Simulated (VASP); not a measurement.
# Al6Pt (P6/mmm) in VASP: notebook

Runs on Al6Pt. Level: PBE. Tasks: single point, relaxation of cell and atoms.

All numbers are computed with VASP 6.6.1; they aren't measurements. Logs are shortened: lines on timing, memory, paths and dates and some standing lists are left out, and cuts for length are marked.

## 1. The cell of the first run

It takes space group P6/mmm (No. 191, hexagonal). Conventional cell: a = 7.815 Å, b = 7.815 Å, c = 2.761 Å, α = 90.00°, β = 90.00°, γ = 120.00°. Within 3.4 Å of Al (site symmetry m2m) lie 5 Al at 2.59 to 2.76 Å and 2 Pt at 2.93 Å. Pt (site symmetry 6/mmm) has 2 Pt at 2.76 Å and 12 Al at 2.93 Å within 3.6 Å.

The cell was built from a structure type or drawn by symmetry, and may not be a known phase.

## 2. Single point, PBE

Input file INCAR:

```
SYSTEM = Al6Pt
PREC     = Accurate       ! precision mode
ENCUT    = 500            ! plane-wave cutoff, eV
EDIFF    = 1E-6           ! SCF threshold, eV
ISMEAR   = 0              ! smearing method
SIGMA    = 0.1            ! smearing width, eV
LREAL    = .False.        ! projectors in reciprocal space
LASPH    = .True.         ! aspherical terms in the spheres
NELM     = 120            ! most SCF steps
ALGO     = Normal         ! electronic algorithm
ISIF     = 2              ! what is computed and relaxed
LWAVE    = .False.        ! write WAVECAR
LCHARG   = .False.        ! write CHGCAR
GGA      = PE             ! functional
NBANDS   = 23             ! bands
GGA_COMPAT= .False.
```

Input file KPOINTS:

```
Automatic mesh
0
Gamma
  6 6 14
  0 0 0
```

Input file POSCAR:

```
Al6Pt
1.0
    7.8154241952      0.0000000000      0.0000000000
   -3.9077120976      6.7683558944      0.0000000000
    0.0000000000      0.0000000000      2.7611427389
Al Pt
6 1
Direct
    0.3313012839      0.0000000000      0.0000000000
    0.0000000000      0.3313012839      0.0000000000
    0.6686987161      0.6686987161      0.0000000000
    0.6686987161      0.0000000000      0.0000000000
    0.0000000000      0.6686987161      0.0000000000
    0.3313012839      0.3313012839      0.0000000000
    0.0000000000      0.0000000000      0.5000000000
```

Potentials or basis: VASP PAW PBE potentials, release 64 (Al, Pt).

Launch:

```
$ cat potpaw_PBE.64/Al/POTCAR potpaw_PBE.64/Pt/POTCAR > POTCAR
$ mpirun -np 1 vasp_std > vasp.out
```

OUTCAR:

```text
SYSTEM = Al6Pt
   PREC = Accurate
   ENCUT = 500
   EDIFF = 1E-6
   ISMEAR = 0
   LREAL = .False.
   LASPH = .True.
   NELM = 120
   ISIF = 2
   GGA = PE

 ion  position               nearest neighbor table
   1  0.331  0.000  0.000-   5 2.59   6 2.59   4 2.64   7 2.93   7 2.93
   2  0.000  0.331  0.000-   6 2.59   4 2.59   5 2.64   7 2.93   7 2.93
   3  0.669  0.669  0.000-   5 2.59   4 2.59   6 2.64   7 2.93   7 2.93
   4  0.669  0.000  0.000-   2 2.59   3 2.59   1 2.64   7 2.93   7 2.93
   5  0.000  0.669  0.000-   3 2.59   1 2.59   2 2.64   7 2.93   7 2.93
   6  0.331  0.331  0.000-   2 2.59   1 2.59   3 2.64   7 2.93   7 2.93
   7  0.000  0.000  0.500-   1 2.93   4 2.93   1 2.93   4 2.93   5 2.93   6 2.93   3 2.93   2 2.93
                             3 2.93   2 2.93   5 2.93   6 2.93

  LATTYP: Found a hexagonal cell.
 ALAT       =     7.8154241952
 C/A-ratio  =     0.3532940337

  Lattice vectors:

 A1 = (   7.8154241952,   0.0000000000,   0.0000000000)
 A2 = (  -3.9077120976,   6.7683558944,   0.0000000000)
 A3 = (   0.0000000000,   0.0000000000,   2.7611427389)

Analysis of symmetry for initial positions (statically):
=====================================================================
 Subroutine PRICEL returns:
 Original cell was already a primitive cell.

 Routine SETGRP: Setting up the symmetry group for a
 hexagonal supercell.

 Subroutine GETGRP returns: Found 24 space group operations
 (whereof 24 operations were pure point group operations)
 out of a pool of 24 trial point group operations.

The static configuration has the point symmetry D_6h.

Analysis of symmetry for dynamics (positions and initial velocities):
=====================================================================
 Subroutine PRICEL returns:
 Original cell was already a primitive cell.

 Routine SETGRP: Setting up the symmetry group for a
 hexagonal supercell.

 Subroutine GETGRP returns: Found 24 space group operations
 (whereof 24 operations were pure point group operations)
 out of a pool of 24 trial point group operations.

The dynamic configuration has the point symmetry D_6h.

 Subroutine INISYM returns: Found 24 space group operations
 (whereof 24 operations are pure point group operations),
 and found     1 'primitive' translations

----------------------------------------------------------------------------------------

                                     Primitive cell

  volume of cell :     146.0577

  direct lattice vectors                    reciprocal lattice vectors
     7.815424195  0.000000000  0.000000000     0.127952108  0.073873184  0.000000000
    -3.907712098  6.768355894  0.000000000     0.000000000  0.147746368  0.000000000
     0.000000000  0.000000000  2.761142739     0.000000000  0.000000000  0.362168890

  length of vectors
     7.815424195  7.815424195  2.761142739     0.147746368  0.147746368  0.362168890

  position of ions in fractional coordinates (direct lattice)
     0.331301284  0.000000000  0.000000000
     1.000000000  0.331301284  0.000000000
     0.668698716  0.668698716  0.000000000
     0.668698716  0.000000000  0.000000000
     1.000000000  0.668698716  0.000000000
     0.331301284  0.331301284  0.000000000
     0.000000000  0.000000000  0.500000000

  ion indices of the primitive-cell ions
   primitive index   ion index
                 1           1
                 2           2
                 3           3
                 4           4
                 5           5
                 6           6
                 7           7

----------------------------------------------------------------------------------------

 KPOINTS: Automatic mesh

Automatic generation of k-mesh.
 Grid dimensions read from file:
 generate k-points for:    6    6   14

 Generating k-lattice:

  Cartesian coordinates                     Fractional coordinates (reciprocal lattice)
     0.021325351  0.012312197  0.000000000     0.166666667  0.000000000  0.000000000
     0.000000000  0.024624395  0.000000000     0.000000000  0.166666667  0.000000000
     0.000000000  0.000000000  0.025869206     0.000000000  0.000000000  0.071428571

  Length of vectors
     0.024624395  0.024624395  0.025869206

  Shift w.r.t. Gamma in fractional coordinates (k-lattice)
     0.000000000  0.000000000  0.000000000

 Subroutine IBZKPT returns following result:
 ===========================================

 Found     56 irreducible k-points:

 Following reciprocal coordinates:
            Coordinates               Weight
  0.000000  0.000000  0.000000      1.000000
  0.166667 -0.000000  0.000000      6.000000
  0.333333 -0.000000  0.000000      6.000000
  0.500000  0.000000  0.000000      3.000000
  0.166667  0.166667  0.000000      6.000000
  0.333333  0.166667  0.000000     12.000000
[... 16 lines left out ...]
  0.166667 -0.000000  0.214286     12.000000
  0.333333 -0.000000  0.214286     12.000000
 [... further k-points ...]
   k-points           NKPTS =     56   k-points in BZ     NKDIM =     56   number of bands    NBANDS=     23
   number of dos      NEDOS =    301   number of ions     NIONS =      7
   total plane-waves  NPLWV =  72000
   dimension x,y,z NGX =    60 NGY =   60 NGZ =   20
   dimension x,y,z NGXF=   120 NGYF=  120 NGZF=   40
   ions per type =               6   1
   NGX,Y,Z   is equivalent  to a cutoff of  12.76, 12.76, 12.04 a.u.
   NGXF,Y,Z  is equivalent  to a cutoff of  25.53, 25.53, 24.08 a.u.
 SYSTEM =  Al6Pt
   PREC   = accura    normal or accurate (medium, high low for compatibility)
   ISTART =      0    job   : 0-new  1-cont  2-samecut
   ICHARG =      2    charge: 1-file 2-atom 10-const
   ISPIN  =      1    spin polarized calculation?
   LNONCOLLINEAR =      F non collinear calculations
   LSORBIT =      F    spin-orbit coupling
   LASPH  =      T    aspherical Exc in radial PAW
   ENCUT  =  500.0 eV  36.75 Ry    6.06 a.u.  14.25 14.25  5.03*2*pi/ulx,y,z
   NELM   =    120;   NELMIN=  2; NELMDL= -5     # of ELM steps
   EDIFF  = 0.1E-05   stopping-criterion for ELM
   LREAL  =      F    real-space projection
   EDIFFG = 0.1E-04   stopping-criterion for IOM
   NSW    =      0    number of steps for IOM
   IBRION =     -1    ionic relax: 0-MD 1-quasi-New 2-CG
   NFREE  =      0    steps in history (QN), initial steepest desc. (CG)
   ISIF   =      2    stress and relaxation
   ISYM   =      2    0-nonsym 1-usesym 2-fastsym
   POTIM  = 0.5000    time-step for ionic-motion
   TEBEG  =    0.0;   TEEND  =   0.0 temperature during run
   PSTRESS=    0.0 pullay stress
   NELECT =      28.0000    total number of electrons
   NUPDOWN=      -1.0000    fix difference up-down
   EMIN   =  10.00;   EMAX   =-10.00  energy-range for DOS
   EFERMI =   0.00;   METHOD = LEGACY
   ISMEAR =     0;   SIGMA  =   0.10  broadening in eV -4-tet -1-fermi 0-gaus
   EFERMI_NEDOS =   21; number of points for ismear=-14 and -15
   IALGO  =     38    algorithm
   IMIX   =      4    mixing-type and parameters
     AMIX     =   0.40;   BMIX     =  1.00
     AMIX_MAG =   1.60;   BMIX_MAG =  1.00
  volume/ion in A,a.u.               =      20.87       140.81
  Fermi-wavevector in a.u.,A,eV,Ry     =   0.943958  1.783822 12.123561  0.891057
  Thomas-Fermi vector in A             =   2.071716
   LORBIT       =      0    0 simple, 1 ext, 2 COOP (PROOUT), +10 PAW based schemes
   GGA     = PE    functional components
   LHFCALC =     F    Hartree Fock is set to
   AEXX    =    0.0000 exact exchange contribution
   IVDW    =     0    specifies the selected vdW correction
   LEPSILON=     F    determine dielectric tensor
   LRPA    =     F    only Hartree local field effects (RPA)
 non-spin polarized calculation
 Gauss-broadening in eV      SIGMA  =   0.10
  energy-cutoff  :      500.00
  volume of cell :      146.06
 maximum number of plane-waves:      3756
 NGX is ok and might be reduce to    60
   NGX = 29   NGY = 29   NGZ = 11

 number of electron      28.0000001 magnetization

 Free energy of the ion-electron system (eV)
  ---------------------------------------------------
  ext. energy  EPLUGINS =         0.00000000
  ---------------------------------------------------
  free energy    TOTEN  =       -27.04263258 eV

  energy without entropy =      -27.02505152  energy(sigma->0) =      -27.03384205

 E-fermi :   5.6096     XC(G=0):  -9.4122

 val. band max:        5.6090788396   @ k =   0.0000   0.0000   0.4286
 cond. band min:       5.6201276859   @ k =   0.3333  -0.0000   0.2857
 fundamental gap:      0.0110488463
 Fermi energy:         5.6096430503

 k-point     1 :       0.0000    0.0000    0.0000
  band No.  band energies     occupation
      1      -4.2498      2.00000
      2      -1.5220      2.00000
      3      -1.5220      2.00000
      4      -1.2269      2.00000
      5      -1.2269      2.00000
      6      -0.6235      2.00000
[... 15 lines left out ...]
     22      10.3731      0.00000
     23      10.3731      0.00000

 k-point     2 :       0.1667   -0.0000    0.0000
  band No.  band energies     occupation
      1      -4.1848      2.00000
      2      -1.9925      2.00000
      3      -1.7604      2.00000
      4      -1.1255      2.00000
      5      -0.8725      2.00000
      6      -0.3419      2.00000
[... 15 lines left out ...]
     22      10.9000      0.00000
     23      11.3537      0.00000

 k-point     3 :       0.3333   -0.0000    0.0000
  band No.  band energies     occupation
      1      -4.0185      2.00000
      2      -2.5503      2.00000
      3      -1.9715      2.00000
      4      -1.1485      2.00000
      5      -0.3570      2.00000
      6      -0.0153      2.00000
[... 15 lines left out ...]
     22      11.6423      0.00000
     23      12.5012      0.00000
[... 495 lines left out ...]
 k-point    23 :       0.1667   -0.0000    0.2143
  band No.  band energies     occupation
      1      -3.2304      2.00000
      2      -1.2603      2.00000
      3      -1.0794      2.00000
      4      -0.3055      2.00000
      5      -0.1272      2.00000
      6       0.9220      2.00000
[... 15 lines left out ...]
     22       9.8187      0.00000
     23       9.9435      0.00000

 k-point    24 :       0.3333   -0.0000    0.2143
  band No.  band energies     occupation
      1      -3.0550      2.00000
      2      -1.7682      2.00000
      3      -1.2654      2.00000
      4      -0.2830      2.00000
      5       0.3426      2.00000
      6       1.2206      2.00000
[... 15 lines left out ...]
     22       9.6450      0.00000
     23      10.0081      0.00000

 [... further k-points ...]

------------------------ aborting loop because EDIFF is reached ----------------------------------------

  FORCE on cell =-STRESS in cart. coord.  units (eV):
  Direction    XX          YY          ZZ          XY          YZ          ZX
  --------------------------------------------------------------------------------------
  -------------------------------------------------------------------------------------
  Total       -0.0798185     -0.0798185     -0.0639955      0.0000000      0.0000000      0.0000000
  in kB       -0.8755678     -0.8755678     -0.7019970      0.0000000      0.0000000      0.0000000
  external PRESSURE =      -0.8177109 kB  Pullay stress =       0.0000000 kB

 VOLUME and BASIS-vectors are now :
 -----------------------------------------------------------------------------
  energy-cutoff  :      500.00
  volume of cell :      146.06
      direct lattice vectors                 reciprocal lattice vectors
     7.815424195  0.000000000  0.000000000     0.127952108  0.073873184  0.000000000
    -3.907712098  6.768355894  0.000000000     0.000000000  0.147746368  0.000000000
     0.000000000  0.000000000  2.761142739     0.000000000  0.000000000  0.362168890

 POSITION                                       TOTAL-FORCE (eV/Angst)
 -----------------------------------------------------------------------------------
      2.58926      0.00000      0.00000        -0.005735      0.000000      0.000000
     -1.29463      2.24236      0.00000         0.002868     -0.004967      0.000000
      2.61308      4.52599      0.00000         0.002868      0.004967      0.000000
      5.22616      0.00000      0.00000         0.005735     -0.000000     -0.000000
     -2.61308      4.52599      0.00000        -0.002868      0.004967      0.000000
      1.29463      2.24236      0.00000        -0.002868     -0.004967     -0.000000
      0.00000      0.00000      1.38057        -0.000000      0.000000     -0.000000
 -----------------------------------------------------------------------------------
    total drift:                                0.000000     -0.000000     -0.000000

  FREE ENERGIE OF THE ION-ELECTRON SYSTEM (eV)
  ---------------------------------------------------
  free  energy   TOTEN  =       -27.0426325807 eV

  energy  without entropy=      -27.0250515235  energy(sigma->0) =      -27.03384205
```

It took 72 s on 1 thread of Intel Xeon 6975P-C (Granite Rapids), shared host; peak memory 0.35 GiB.

What came out:

```
Free energy            : -27.0426 eV
Pressure               : -0.1 GPa
Largest force          : 0.006 eV/Å
Band gap on the k mesh : zero (bands 14 and 15 overlap by 2.25 eV)
```

Forces in eV/Å, atoms in the order of the input:
```
Al  -0.006  0.000  0.000
Al   0.003 -0.005  0.000
Al   0.003  0.005  0.000
Al   0.006  0.000  0.000
Al  -0.003  0.005  0.000
Al  -0.003 -0.005  0.000
Pt   0.000  0.000  0.000
```

Caveat: spin-orbit coupling is left out, which moves the levels of the heavy elements.

(Part 1 of 2 ends here.)
